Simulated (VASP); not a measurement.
Crystal: Au.

```
Au
1.0
     0.00000    2.03500    2.03500
     2.03500    0.00000    2.03500
     2.03500    2.03500    0.00000
Au
1
Direct
  0.00000 0.00000 0.00000
```

```yaml
Program: VASP 6.6.1
Task: relaxation of cell and atoms
Functional: PBE
Potentials_or_basis: VASP PAW PBE potentials, release 64 (Au)
Cutoff: 600 eV
k_mesh: 11 × 11 × 11
Occupations: fermi-dirac, width 0.05 eV
Spin: no spin polarisation
```

At the start: pressure 10.6 GPa; volume 16.85 Å³/atom.

Where does the relaxation end?

Over 4 steps the energy falls by 33.1 meV/atom and the volume is 17.94 Å³/atom (+6.4 %); space group Fm-3m (No. 225, to 0.05 Å).

Step by step:
| step | energy change (eV) | largest force (eV/Å) | pressure (GPa) | volume (Å³) |
| --- | --- | --- | --- | --- |
| 1 | 0.0000 | 0.0000 | 10.56 | 16.85 |
| 2 | 0.0295 | 0.0000 | -10.09 | 19.71 |
| 3 | -0.0331 | 0.0000 | -0.21 | 17.96 |
| 4 | -0.0331 | 0.0000 | -0.04 | 17.94 |

Final structure:
```xyz
1
Lattice="0.0000 2.0777 2.0777 2.0777 0.0000 2.0777 2.0777 2.0777 0.0000" Properties=species:S:1:pos:R:3 pbc="T T T"
Au    0.0000    0.0000    0.0000
```
